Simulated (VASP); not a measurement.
# GaN (P6_3mc) in VASP: notebook

GaN is run at these levels: r2SCAN, PBEsol+D3(BJ), PBEsol+D4, BHLYP, r2SCAN+D3(BJ); tasks: single point, relaxation of cell and atoms.

All numbers are computed with VASP 6.6.1; they aren't measurements. Logs are shortened: lines on timing, memory, paths and dates and some standing lists are left out, and cuts for length are marked.

## (1) The cell of the first run

It takes space group P6_3mc (No. 186, hexagonal). The conventional cell has a = 3.159 Å, b = 3.159 Å, c = 5.131 Å, α = 90.00°, β = 90.00°, γ = 120.00°. Within 2.6 Å of Ga (site symmetry 3m) lie 4 N at 1.92 to 1.93 Å. N (site symmetry 3m) has 4 Ga at 1.92 to 1.93 Å within 2.6 Å.

## (2) Single point, r2SCAN, non-collinear spin, zero start, spin-orbit coupling

Input file POSCAR:

```
GaN
1.0
    3.1586570750      0.0000000000      0.0000000000
   -1.5793285375      2.7354772688      0.0000000000
    0.0000000000      0.0000000000      5.1313278144
Ga N
2 2
Direct
    0.6666666667      0.3333333333      0.5000000000
    0.3333333333      0.6666666667      0.0000000000
    0.6666666667      0.3333333333      0.8750000000
    0.3333333333      0.6666666667      0.3750000000
```

Input file INCAR.step1:

```
SYSTEM = GaN
PREC = Accurate
ENCUT = 520
ISMEAR = -1
SIGMA = 0.05
LREAL = .FALSE.
LASPH = .TRUE.
NELM = 150
MAGMOM = 0 0 0 0 0 0 0 0 0 0 0 0
LSORBIT = .TRUE.
GGA_COMPAT = .FALSE.
NBANDS = 50
GGA = PE
ALGO = Normal
EDIFF = 1E-4
LWAVE = .TRUE.
LCHARG = .FALSE.
```

Input file INCAR.step2:

```
SYSTEM = GaN
PREC = Accurate
ENCUT = 520
EDIFF = 1E-6
ISMEAR = -1
SIGMA = 0.05
LREAL = .FALSE.
LASPH = .TRUE.
NELM = 150
ALGO = Normal
ISIF = 2
LWAVE = .FALSE.
LCHARG = .TRUE.
MAGMOM = 0 0 0 0 0 0 0 0 0 0 0 0
LORBIT = 11
LSORBIT = .TRUE.
GGA_COMPAT = .FALSE.
LORBMOM = .TRUE.
METAGGA = R2SCAN
LMIXTAU = .TRUE.
LVHAR = .TRUE.
NBANDS = 50
ISTART = 1
```

Input file KPOINTS:

```
regular mesh
0
G
  10 10 5
  0 0 0
```

Potentials or basis: VASP PAW PBE potentials, release 64 (Ga_d, N).

Command:

```console
cat potpaw_PBE.64/Ga_d/POTCAR potpaw_PBE.64/N/POTCAR > POTCAR
cp INCAR.step1 INCAR
mpirun -np 1 vasp_ncl > vasp.out
cp INCAR.step2 INCAR
mpirun -np 1 vasp_ncl > vasp.out
```

OUTCAR:

```text
SYSTEM = GaN
   PREC = Accurate
   ENCUT = 520
   EDIFF = 1E-6
   ISMEAR = -1
   LREAL = .FALSE.
   LASPH = .TRUE.
   NELM = 150
   ISIF = 2
   LORBIT = 11
   LSORBIT = .TRUE.
   METAGGA = R2SCAN
   ISTART = 1

 ion  position               nearest neighbor table
   1  0.667  0.333  0.500-   3 1.92   4 1.93   4 1.93   4 1.93
   2  0.333  0.667  0.000-   4 1.92   3 1.93   3 1.93   3 1.93
   3  0.667  0.333  0.875-   1 1.92   2 1.93   2 1.93   2 1.93
   4  0.333  0.667  0.375-   2 1.92   1 1.93   1 1.93   1 1.93

  LATTYP: Found a hexagonal cell.
 ALAT       =     3.1586570750
 C/A-ratio  =     1.6245283019

  Lattice vectors:

 A1 = (   3.1586570750,   0.0000000000,   0.0000000000)
 A2 = (  -1.5793285375,   2.7354772688,   0.0000000000)
 A3 = (   0.0000000000,   0.0000000000,   5.1313278144)

Analysis of symmetry for initial positions (statically):
=====================================================================
 Subroutine PRICEL returns:
 Original cell was already a primitive cell.

 Routine SETGRP: Setting up the symmetry group for a
 hexagonal supercell.

 Subroutine GETGRP returns: Found 12 space group operations
 (whereof  6 operations were pure point group operations)
 out of a pool of 24 trial point group operations.

The static configuration has the point symmetry C_3v.
 The point group associated with its full space group is C_6v.

Analysis of symmetry for dynamics (positions and initial velocities):
=====================================================================
 Subroutine PRICEL returns:
 Original cell was already a primitive cell.

 Routine SETGRP: Setting up the symmetry group for a
 hexagonal supercell.

 Subroutine GETGRP returns: Found 12 space group operations
 (whereof  6 operations were pure point group operations)
 out of a pool of 24 trial point group operations.

The dynamic configuration has the point symmetry C_3v.
 The point group associated with its full space group is C_6v.

Analysis of structural, dynamic, and magnetic symmetry:
=====================================================================
 Subroutine PRICEL returns:
 Original cell was already a primitive cell.

 Routine SETGRP: Setting up the symmetry group for a
 hexagonal supercell.

 Subroutine GETGRP returns: Found 12 space group operations
 (whereof  6 operations were pure point group operations)
 out of a pool of 24 trial point group operations.

The overall configuration has the point symmetry C_3v.
[... 1414 lines left out ...]
 -----------------------------------------------------------------------------------
    total drift:                               -0.000000      0.000000      0.040014

  FREE ENERGIE OF THE ION-ELECTRON SYSTEM (eV)
  ---------------------------------------------------
  free  energy   TOTEN  =       -43.8013715056 eV

  energy  without entropy=      -43.8013715056  energy(sigma->0) =      -43.80137151

 orbital moment (x)

 # of ion     p       d       tot
 ----------------------------------------
  1         0.000  -0.000  -0.000
  2         0.000   0.000   0.000
  3         0.000   0.000   0.000
  4        -0.000   0.000  -0.000
 ----------------------------------------
            0.000   0.000   0.000

 orbital moment (y)

 # of ion     p       d       tot
 ----------------------------------------
  1        -0.000  -0.000  -0.000
  2         0.000  -0.000  -0.000
  3         0.000   0.000   0.000
  4        -0.000   0.000  -0.000
 ----------------------------------------
            0.000  -0.000  -0.000

 orbital moment (z)

 # of ion     p       d       tot
 ----------------------------------------
  1         0.000  -0.000  -0.000
  2         0.000   0.000   0.000
  3        -0.000   0.000  -0.000
  4         0.000   0.000   0.000
 ----------------------------------------
            0.000  -0.000   0.000

 Spin-Orbit-Coupling matrix elements

 Ion:    1  E_soc:     -0.0103659
 l=   1
     0.0000000    -0.0009366    -0.0009346
    -0.0009366     0.0000000    -0.0009366
    -0.0009346    -0.0009366     0.0000000
 l=   2
     0.0000000    -0.0001566     0.0000000    -0.0001566    -0.0006385
    -0.0001566     0.0000000    -0.0004781    -0.0001539    -0.0001566
     0.0000000    -0.0004781     0.0000000    -0.0004781     0.0000000
    -0.0001566    -0.0001539    -0.0004781     0.0000000    -0.0001566
    -0.0006385    -0.0001566     0.0000000    -0.0001566     0.0000000
 l=   3
     0.0000000     0.0000000     0.0000000     0.0000000     0.0000000     0.0000000     0.0000000
     0.0000000     0.0000000     0.0000000     0.0000000     0.0000000     0.0000000     0.0000000
     0.0000000     0.0000000     0.0000000     0.0000000     0.0000000     0.0000000     0.0000000
     0.0000000     0.0000000     0.0000000     0.0000000     0.0000000     0.0000000     0.0000000
[... 49 lines left out ...]
 l=   2
     0.0000000     0.0000000     0.0000000     0.0000000     0.0000000
     0.0000000     0.0000000     0.0000000     0.0000000     0.0000000
     0.0000000     0.0000000     0.0000000     0.0000000     0.0000000
     0.0000000     0.0000000     0.0000000     0.0000000     0.0000000
     0.0000000     0.0000000     0.0000000     0.0000000     0.0000000
 l=   3
     0.0000000     0.0000000     0.0000000     0.0000000     0.0000000     0.0000000     0.0000000
     0.0000000     0.0000000     0.0000000     0.0000000     0.0000000     0.0000000     0.0000000
     0.0000000     0.0000000     0.0000000     0.0000000     0.0000000     0.0000000     0.0000000
     0.0000000     0.0000000     0.0000000     0.0000000     0.0000000     0.0000000     0.0000000
     0.0000000     0.0000000     0.0000000     0.0000000     0.0000000     0.0000000     0.0000000
     0.0000000     0.0000000     0.0000000     0.0000000     0.0000000     0.0000000     0.0000000
     0.0000000     0.0000000     0.0000000     0.0000000     0.0000000     0.0000000     0.0000000

 total charge

# of ion       s       p       d       tot
------------------------------------------
    1        0.760   0.913  10.211  11.884
    2        0.760   0.913  10.211  11.884
    3        1.232   2.570   0.000   3.802
    4        1.232   2.570   0.000   3.802
--------------------------------------------------
tot          3.984   6.966  20.422  31.372

 magnetization (x)

# of ion       s       p       d       tot
------------------------------------------
    1        0.000   0.000   0.000   0.000
    2       -0.000   0.000   0.000  -0.000
    3        0.000   0.000   0.000   0.000
    4        0.000   0.000   0.000   0.000
--------------------------------------------------
tot         -0.000   0.000   0.000   0.000

 magnetization (y)

# of ion       s       p       d       tot
------------------------------------------
    1        0.000  -0.000   0.000   0.000
    2       -0.000   0.000   0.000  -0.000
    3        0.000   0.000   0.000   0.000
    4        0.000  -0.000   0.000  -0.000
--------------------------------------------------
tot         -0.000   0.000   0.000  -0.000

 magnetization (z)

# of ion       s       p       d       tot
------------------------------------------
    1        0.000  -0.000   0.000  -0.000
    2       -0.000   0.000   0.000   0.000
    3        0.000   0.000   0.000   0.000
    4        0.000   0.000   0.000   0.000
--------------------------------------------------
tot          0.000   0.000   0.000   0.000
```

OUTCAR.step1:

```text
SYSTEM = GaN
   PREC = Accurate
   ENCUT = 520
   ISMEAR = -1
   LREAL = .FALSE.
   LASPH = .TRUE.
[... 1562 lines left out ...]
     0.0000000     0.0000000     0.0000000     0.0000000     0.0000000     0.0000000     0.0000000
     0.0000000     0.0000000     0.0000000     0.0000000     0.0000000     0.0000000     0.0000000
     0.0000000     0.0000000     0.0000000     0.0000000     0.0000000     0.0000000     0.0000000
     0.0000000     0.0000000     0.0000000     0.0000000     0.0000000     0.0000000     0.0000000
     0.0000000     0.0000000     0.0000000     0.0000000     0.0000000     0.0000000     0.0000000
     0.0000000     0.0000000     0.0000000     0.0000000     0.0000000     0.0000000     0.0000000

=======================================================================

 ========================================================
```

It took 9.4 min on 1 thread of Intel Xeon 6975P-C (Granite Rapids), shared host; peak memory 0.43 GiB.

Results:

| Item | Value |
| --- | --- |
| Free energy | -43.8014 eV |
| Pressure | 6.4 GPa |
| Largest force | 0.145 eV/Å |
| Net moment | 0.00 μB per cell |
| Valence electrons inside the program's atomic spheres | Ga 11.88; N 3.80 |

Forces on the atoms (eV/Å):
```
Ga   0.000  0.000 -0.145
Ga   0.000  0.000 -0.145
N    0.000  0.000  0.145
N    0.000  0.000  0.145
```

Stress tensor (GPa, compression positive):
```
5.74 0.00 0.00
0.00 5.74 0.00
0.00 0.00 7.85
```

Moments on the atoms (μB; x, y, z):
```
Ga  0.00 0.00 0.00
Ga  0.00 0.00 0.00
N   0.00 0.00 0.00
N   0.00 0.00 0.00
```

Caveat: the cell stands under pressure; the PAW data sets were made with another functional, which shifts forces and pressure a little.

## (3) Relaxation of cell and atoms, PBEsol+D3(BJ)

This run uses another cell than the first one, of 11.31 Å³/atom.

Input file INCAR:

```
SYSTEM = GaN
PREC = Accurate ; ENCUT = 600
EDIFF = 1E-6 ; ISMEAR = -1
SIGMA = 0.05 ; LREAL = .FALSE.
LASPH = .TRUE. ; NELM = 80
ALGO = Normal ; ISIF = 3
LWAVE = .FALSE. ; LCHARG = .FALSE.
GGA = PS ; IVDW = 12
IBRION = 2 ; NSW = 60
EDIFFG = -0.01
```

KPOINTS is that of step 2.

Input file POSCAR:

```
GaN
1.0
    3.1800000000      0.0000000000      0.0000000000
   -1.5900000000      2.7539607840      0.0000000000
    0.0000000000      0.0000000000      5.1660000000
Ga N
2 2
Direct
    0.6666666667      0.3333333333      0.5000000000
    0.3333333333      0.6666666667      0.0000000000
    0.6666666667      0.3333333333      0.8750000000
    0.3333333333      0.6666666667      0.3750000000
```

Potentials or basis: VASP PAW PBE potentials, release 64 (Ga_d, N).

Command:

```console
cat potpaw_PBE.64/Ga_d/POTCAR potpaw_PBE.64/N/POTCAR > POTCAR
mpirun -np 1 vasp_std > vasp.out
```

OUTCAR:

```text
SYSTEM = GaN
   PREC = Accurate
   ENCUT = 600
   EDIFF = 1E-6
   ISMEAR = -1
   LREAL = .FALSE.
   LASPH = .TRUE.
   NELM = 80
   ISIF = 3
   GGA = PS
   IVDW = 12
   IBRION = 2
   NSW = 60
   EDIFFG = -0.01
 IVDW          = 12

 ion  position               nearest neighbor table
   1  0.667  0.333  0.500-   3 1.94   4 1.95   4 1.95   4 1.95
   2  0.333  0.667  0.000-   4 1.94   3 1.95   3 1.95   3 1.95
   3  0.667  0.333  0.875-   1 1.94   2 1.95   2 1.95   2 1.95
   4  0.333  0.667  0.375-   2 1.94   1 1.95   1 1.95   1 1.95

  LATTYP: Found a hexagonal cell.
 ALAT       =     3.1800000000
 C/A-ratio  =     1.6245283019

  Lattice vectors:

 A1 = (   3.1800000000,   0.0000000000,   0.0000000000)
 A2 = (  -1.5900000000,   2.7539607840,   0.0000000000)
 A3 = (   0.0000000000,   0.0000000000,   5.1660000000)

Analysis of symmetry for initial positions (statically):
=====================================================================
 Subroutine PRICEL returns:
 Original cell was already a primitive cell.

 Routine SETGRP: Setting up the symmetry group for a
 hexagonal supercell.

 Subroutine GETGRP returns: Found 12 space group operations
 (whereof  6 operations were pure point group operations)
 out of a pool of 24 trial point group operations.

[... 149 lines left out ...]
   LEPSILON=     F    determine dielectric tensor
   LRPA    =     F    only Hartree local field effects (RPA)
 conjugate gradient relaxation of ions
 non-spin polarized calculation
  energy-cutoff  :      600.00
  volume of cell :       45.24
 maximum number of plane-waves:      1524
 NGX is ok and might be reduce to    28
   NGX = 13   NGY = 13   NGZ = 21

--------------------------------------- Ionic step        1  -------------------------------------------

 number of electron      35.9999995 magnetization

 Free energy of the ion-electron system (eV)
  ---------------------------------------------------
  ext. energy  EPLUGINS =         0.00000000
  ---------------------------------------------------
  free energy    TOTEN  =       -26.26982209 eV

  energy without entropy =      -26.26982209  energy(sigma->0) =      -26.26982209

------------------------ aborting loop because EDIFF is reached ----------------------------------------

 Edisp (eV)   -0.89312

 E8    (eV) :    -0.5658
[... 201 lines left out ...]
--------------------------------------- Ionic step        6  -------------------------------------------

 number of electron      35.9999991 magnetization

 Free energy of the ion-electron system (eV)
  ---------------------------------------------------
  ext. energy  EPLUGINS =         0.00000000
  ---------------------------------------------------
  free energy    TOTEN  =       -26.26425098 eV

  energy without entropy =      -26.26425098  energy(sigma->0) =      -26.26425098

 E-fermi :   6.4353     XC(G=0): -12.0294

 val. band max:        5.4447614135   @ k =   0.0000   0.0000   0.0000
 cond. band min:       7.4596575460   @ k =   0.0000   0.0000   0.0000
 fundamental gap:      2.0148961324
 Fermi energy:         6.4352937703

 k-point     1 :       0.0000    0.0000    0.0000
  band No.  band energies     occupation
      1     -10.7395      2.00000
      2      -9.7082      2.00000
      3      -7.9815      2.00000
      4      -7.9644      2.00000
      5      -7.9644      2.00000
      6      -7.8978      2.00000
[... 589 lines left out ...]
     21      12.6878      0.00000
     22      13.5795      0.00000

 [... further k-points ...]

------------------------ aborting loop because EDIFF is reached ----------------------------------------

 Edisp (eV)   -0.90525

 E8    (eV) :    -0.5735
[... 27 lines left out ...]
  FREE ENERGIE OF THE ION-ELECTRON SYSTEM (eV)
  ---------------------------------------------------
  free  energy   TOTEN  =       -27.1694969675 eV

  energy  without entropy=      -27.1694969674  energy(sigma->0) =      -27.16949697

 reached required accuracy - stopping structural energy minimisation
```

Wall time 3.3 min (1 thread of Intel Xeon 8259CL, shared host); peak memory 0.22 GiB.

Results:

- Free energy: -27.1695 eV
- Relaxed volume: 11.16 Å³/atom
- Relaxed cell: a = 3.162 Å, b = 3.162 Å, c = 5.155 Å, α = 90.00°, β = 90.00°, γ = 120.00°
- Space group after relaxing (to 0.1 Å): P6_3mc (No. 186)
- Energy gained by relaxing: 1.6 meV/atom
- Ionic steps: 6
- Pressure after relaxing: 0.0 GPa
- Largest force after relaxing: 0.007 eV/Å
- Band gap on the k mesh: 2.01 eV
- Dispersion energy per atom: -0.226 eV

Forces on the atoms (eV/Å):
```
Ga   0.000  0.000 -0.007
Ga   0.000  0.000 -0.007
N    0.000  0.000  0.007
N    0.000  0.000  0.007
```

Stress tensor (GPa, compression positive):
```
 0.07  0.00  0.00
 0.00  0.07  0.00
 0.00  0.00 -0.03
```

The path:
```csv
step,energy change (eV),largest force (eV/Å),pressure (GPa),volume (Å³)
1,0.0000,0.1315,-2.55,45.24
2,-0.0007,0.1083,2.62,44.07
3,-0.0065,0.0100,-0.03,44.63
4,-0.0065,0.0071,0.12,44.62
5,-0.0066,0.0046,-0.13,44.67
6,-0.0066,0.0065,0.04,44.64
```

Final structure:
```
Ga N
1.0
     3.16216    0.00000    0.00000
    -1.58108    2.73851    0.00000
     0.00000    0.00000    5.15541
Ga N
2 2
Direct
  0.66667 0.33333 0.49932
  0.33333 0.66667 0.99932
  0.66667 0.33333 0.87568
  0.33333 0.66667 0.37568
```

Caveat: the PAW data sets were made with another functional, which shifts forces and pressure a little. Expect the measured gap to be larger: semilocal functionals such as PBEsol lack the derivative discontinuity.

## (4) Relaxation of cell and atoms, PBEsol+D4

This run uses another cell than the first one, of 11.31 Å³/atom.

Input file INCAR:

```
SYSTEM = GaN
ALGO = Normal
EDIFF = 1E-6
EDIFFG = -0.01
ENCUT = 600
GGA = PS
IBRION = 2
ISIF = 3
ISMEAR = -1
IVDW = 13
LASPH = .True.
LCHARG = .False.
LREAL = .False.
LWAVE = .False.
NELM = 100
NSW = 60
PREC = Accurate
SIGMA = 0.05
```

Input file KPOINTS:

```
k-points
0
Gamma
  10 10 5
  0 0 0
```

POSCAR is that of step 3.

Command:

```console
cat potpaw_PBE.64/Ga_d/POTCAR potpaw_PBE.64/N/POTCAR > POTCAR
mpirun -np 1 vasp_std > vasp.out
```

Run time: 3.8 min. Hardware: 1 thread of Intel Xeon 8259CL, shared host; peak memory 0.21 GiB.

Results (log left out):

```yaml
Free_energy: -27.2030 eV
Relaxed_volume: 11.16 Å³/atom
Relaxed_cell: a = 3.162 Å, b = 3.162 Å, c = 5.155 Å, α = 90.00°, β = 90.00°, γ = 120.00°
Space_group_after_relaxing_to_0.1_Å: P6_3mc (No. 186)
Energy_gained_by_relaxing: 1.7 meV/atom
Ionic_steps: 6
Pressure_after_relaxing: 0.1 GPa
Largest_force_after_relaxing: 0.008 eV/Å
Band_gap_on_the_k_mesh: 2.02 eV
Dispersion_energy_per_atom: -0.235 eV
```

Forces in eV/Å, atoms in the order of the input:
```
Ga   0.000  0.000 -0.008
Ga   0.000  0.000 -0.008
N    0.000  0.000  0.008
N    0.000  0.000  0.008
```

Stress tensor (GPa, compression positive):
```
0.12 0.00 0.00
0.00 0.12 0.00
0.00 0.00 0.01
```

The path:
```csv
step,energy change (eV),largest force (eV/Å),pressure (GPa),volume (Å³)
1,0.0000,0.1318,-2.60,45.24
2,-0.0007,0.1067,2.66,44.05
3,-0.0067,0.0109,-0.03,44.62
4,-0.0067,0.0080,0.14,44.61
5,-0.0067,0.0048,-0.17,44.67
6,-0.0067,0.0076,0.09,44.63
```

Final structure:
```cif
data_structure
_symmetry_space_group_name_H-M 'P 1'
_symmetry_Int_Tables_number 1
_cell_length_a 3.1619
_cell_length_b 3.1619
_cell_length_c 5.1549
_cell_angle_alpha 90.000
_cell_angle_beta 90.000
_cell_angle_gamma 120.000
_cell_volume 44.63
loop_
_atom_site_label
_atom_site_type_symbol
_atom_site_fract_x
_atom_site_fract_y
_atom_site_fract_z
_atom_site_occupancy
Ga1 Ga 0.66667 0.33333 0.49932 1
Ga2 Ga 0.33333 0.66667 0.99932 1
N1 N 0.66667 0.33333 0.87568 1
N2 N 0.33333 0.66667 0.37568 1
```

Levels at points of the mesh, in eV from the valence-band top:
```csv
k point,band 14,band 15,band 16,band 17,band 18,band 19,band 20,band 21,band 22
"(0.00, 0.00, 0.00)",-1.07,-1.07,-0.05,0.00,0.00,2.02,4.34,9.22,9.93
"(0.50, 0.00, 0.00)",-5.42,-4.36,-2.85,-2.32,-1.04,5.00,5.62,6.00,8.73
```

Caveat: the PAW data sets were made with another functional, which shifts forces and pressure a little.

(Continued in part 2 of 2.)
